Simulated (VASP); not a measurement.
# Hg in VASP: further runs, part 2 of 2

VASP 6.6.1.

## 4. Single point, PBE

The input, INCAR:

```
PREC = Accurate
ENCUT = 520
EDIFF = 1E-6
ISMEAR = 0
SIGMA = 0.1
LREAL = F
LASPH = T
NELM = 100
ALGO = Normal
ISIF = 2
LWAVE = F
LCHARG = F
GGA = PE
ISYM = 0
NBANDS = 12
```

The input, KPOINTS:

```
regular mesh
0
Gamma
  8 8 8
```

The input, POSCAR:

```
Hg
1.0
    0.0000000000      2.3919113801      2.3919113801
    2.3919113801      0.0000000000      2.3919113801
    2.3919113801      2.3919113801      0.0000000000
Hg
1
Direct
    0.0000000000      0.0000000000      0.0000000000
```

Potentials or basis: VASP PAW PBE potentials, release 64 (Hg).

Run with:

```
cat potpaw_PBE.64/Hg/POTCAR > POTCAR
mpirun -np 1 vasp_std > vasp.out
```

OUTCAR:

```text
PREC = Accurate
   ENCUT = 520
   EDIFF = 1E-6
   ISMEAR = 0
   LREAL = F
   LASPH = T
   NELM = 100
   ISIF = 2
   GGA = PE
   ISYM = 0

 ion  position               nearest neighbor table
   1  0.000  0.000  0.000-

IMPORTANT INFORMATION: All symmetrisations will be switched off!
NOSYMM: (Re-)initialisation of all symmetry stuff for point group C_1.

----------------------------------------------------------------------------------------

[... 508 lines left out ...]
------------------------ aborting loop because EDIFF is reached ----------------------------------------

  FORCE on cell =-STRESS in cart. coord.  units (eV):
  Direction    XX          YY          ZZ          XY          YZ          ZX
  --------------------------------------------------------------------------------------
  -------------------------------------------------------------------------------------
  Total        0.3266022      0.3266012      0.3266020      0.0000002      0.0000004      0.0000001
  in kB       19.1189687     19.1189079     19.1189543      0.0000103      0.0000229      0.0000075
  external PRESSURE =      19.1189436 kB  Pullay stress =       0.0000000 kB

 VOLUME and BASIS-vectors are now :
 -----------------------------------------------------------------------------
  energy-cutoff  :      520.00
  volume of cell :       27.37
      direct lattice vectors                 reciprocal lattice vectors
     0.000000000  2.391911380  2.391911380    -0.209037845  0.209037845  0.209037845
     2.391911380  0.000000000  2.391911380     0.209037845 -0.209037845  0.209037845
     2.391911380  2.391911380  0.000000000     0.209037845  0.209037845 -0.209037845

 POSITION                                       TOTAL-FORCE (eV/Angst)
 -----------------------------------------------------------------------------------
      0.00000      0.00000      0.00000        -0.000000     -0.000000      0.000000
 -----------------------------------------------------------------------------------
    total drift:                               -0.000000     -0.000000      0.000000

  FREE ENERGIE OF THE ION-ELECTRON SYSTEM (eV)
  ---------------------------------------------------
  free  energy   TOTEN  =        -0.1533361388 eV

  energy  without entropy=       -0.1516249695  energy(sigma->0) =       -0.15248055
```

It took 2.1 min on 1 thread of Intel Xeon 8259CL, shared host; peak memory 0.22 GiB.

Results:

- Free energy: -0.1533 eV
- Pressure: 1.9 GPa
- Band gap on the k mesh: zero (band 6 reaches 1.57 eV, above the bottom of band 7 at 0.69 eV)

Levels at points of the mesh, in eV from the Fermi level:
| k point | band 3 | band 4 | band 5 | band 6 | band 7 | band 8 | band 9 | band 10 |
| --- | --- | --- | --- | --- | --- | --- | --- | --- |
| (0.00, 0.00, 0.00) | -6.49 | -6.49 | -6.03 | -6.03 | 13.33 | 13.50 | 13.50 | 13.50 |
| (0.50, 0.00, 0.00) | -6.49 | -5.63 | -5.63 | -1.81 | -0.91 | 11.34 | 11.34 | 12.62 |
| (0.00, 0.50, 0.00) | -6.49 | -5.63 | -5.63 | -1.81 | -0.91 | 11.34 | 11.34 | 12.62 |
| (0.00, 0.00, 0.50) | -6.49 | -5.63 | -5.63 | -1.81 | -0.91 | 11.34 | 11.34 | 12.62 |
| (0.50, 0.50, 0.50) | -6.49 | -5.63 | -5.63 | -1.81 | -0.91 | 11.34 | 11.34 | 12.62 |
| (0.50, 0.50, 0.00) | -5.66 | -5.52 | -5.52 | -0.02 | 0.31 | 6.65 | 6.65 | 10.50 |
| (0.00, 0.50, 0.50) | -5.66 | -5.52 | -5.52 | -0.02 | 0.31 | 6.65 | 6.65 | 10.50 |
| (0.50, 0.00, 0.50) | -5.66 | -5.52 | -5.52 | -0.02 | 0.31 | 6.65 | 6.65 | 10.50 |

Caveat: spin-orbit coupling is left out, which moves the levels of the heavy elements.

## 5. Single point, RPBE

The input, INCAR:

```
ALGO = Normal ; EDIFF = 1E-6
ENCUT = 520 ; GGA = RP
ISIF = 2 ; ISMEAR = 0
ISYM = 0 ; LASPH = T
LCHARG = F ; LREAL = F
LWAVE = F ; NBANDS = 12
NELM = 100 ; PREC = Accurate
SIGMA = 0.1
```

The input, KPOINTS:

```
Automatic mesh
0
Gamma
  8 8 8
  0.5 0.5 0
```

POSCAR is that of step 4.

Run with:

```
cat potpaw_PBE.64/Hg/POTCAR > POTCAR
mpirun -np 1 vasp_std > vasp.out
```

It took 5.7 min on 1 thread of Intel Xeon 8259CL, shared host; peak memory 0.36 GiB.

Results (log left out):

```yaml
Free_energy: 0.2414 eV
Pressure: 3.4 GPa
Band_gap_on_the_k_mesh: zero (band 6 reaches 1.72 eV, above the bottom of band 7 at 1.26 eV)
```

Levels at points of the mesh, in eV from the Fermi level:
| k point | band 2 | band 3 | band 4 | band 5 | band 6 | band 7 | band 8 | band 9 | band 10 | band 11 |
| --- | --- | --- | --- | --- | --- | --- | --- | --- | --- | --- |
| (0.06, 0.06, 0.00) | -6.49 | -6.43 | -6.43 | -6.03 | -5.99 | 13.03 | 13.08 | 13.08 | 13.33 | 17.94 |

Caveat: the PAW data sets were made with another functional, which shifts forces and pressure a little; spin-orbit coupling is left out, which moves the levels of the heavy elements.

## 6. Single point, PBE

The input, INCAR:

```
PREC     = Accurate       # precision mode
ENCUT    = 500            # plane-wave cutoff, eV
EDIFF    = 1E-6           # SCF threshold, eV
ISMEAR   = 0              # smearing method
SIGMA    = 0.1            # smearing width, eV
LREAL    = F              # projectors in reciprocal space
LASPH    = T              # aspherical terms in the spheres
NELM     = 120            # most SCF steps
ALGO     = Normal         # electronic algorithm
ISIF     = 2              # what is computed and relaxed
LWAVE    = F              # write WAVECAR
LCHARG   = F              # write CHGCAR
GGA      = PE             # functional
NBANDS   = 16             # bands
GGA_COMPAT= F
```

The input, KPOINTS:

```
regular mesh
0
Gamma
  1 1 1
```

POSCAR is that of step 5.

Potentials or basis: VASP PAW PBE potentials, release 64 (Hg_sv_GW).

Run with:

```
cat potpaw_PBE.64/Hg_sv_GW/POTCAR > POTCAR
mpirun -np 1 vasp_gam > vasp.out
```

Wall time 6.1 s (1 thread of AMD EPYC 7R43 (Zen 3), shared host); peak memory 0.12 GiB.

Results (log left out):

```yaml
Free_energy: -10.0404 eV
Pressure: -60.9 GPa
Band_gap_on_the_k_mesh: 19.12 eV
```

Levels at points of the mesh, in eV from the valence-band top:
| k point | band 7 | band 8 | band 9 | band 10 | band 11 | band 12 | band 13 | band 14 |
| --- | --- | --- | --- | --- | --- | --- | --- | --- |
| (0.00, 0.00, 0.00) | -0.48 | -0.48 | 0.00 | 0.00 | 19.12 | 19.61 | 19.61 | 19.61 |

Caveat: the k points lie up to 2.27 Å⁻¹ apart; spin-orbit coupling is left out, which moves the levels of the heavy elements.

## 7. The runs side by side

```csv
level,potentials or basis,spin,cell,k mesh,cutoff (eV),second run,gap on the mesh (eV),pressure (GPa)
BLYP,"VASP PAW PBE potentials, release 64 (Hg)","collinear, ferromagnetic start","a = 3.338, b = 3.397, c = 3.353 Å, angles 59.7, 59.1, 59.9°, 1 atom",4 × 4 × 4,520,-,none,4.5
PBE,"VASP PAW PBE potentials, release 64 (Hg)",off,"a = 3.383 Å, angles 60.0°, 1 atom",8 × 8 × 8,520,-,none,1.9
RPBE,"VASP PAW PBE potentials, release 64 (Hg)",off,"a = 3.383 Å, angles 60.0°, 1 atom","8 × 8 × 8, shifted",520,-,none,3.4
PBE,"VASP PAW PBE potentials, release 64 (Hg_sv_GW)",off,"a = 3.383 Å, angles 60.0°, 1 atom",1 × 1 × 1,500,valence_matched,19.12,-60.9
```

Alike in all rows: task single point; smearing gaussian 0.1 eV.

Caveats: some runs use coarse meshes; spin-orbit coupling is left out, which moves the levels of the heavy elements; the PAW data sets were made with another functional, which shifts forces and pressure a little (some runs).

Absolute energies hang on the potentials; compare differences alone.
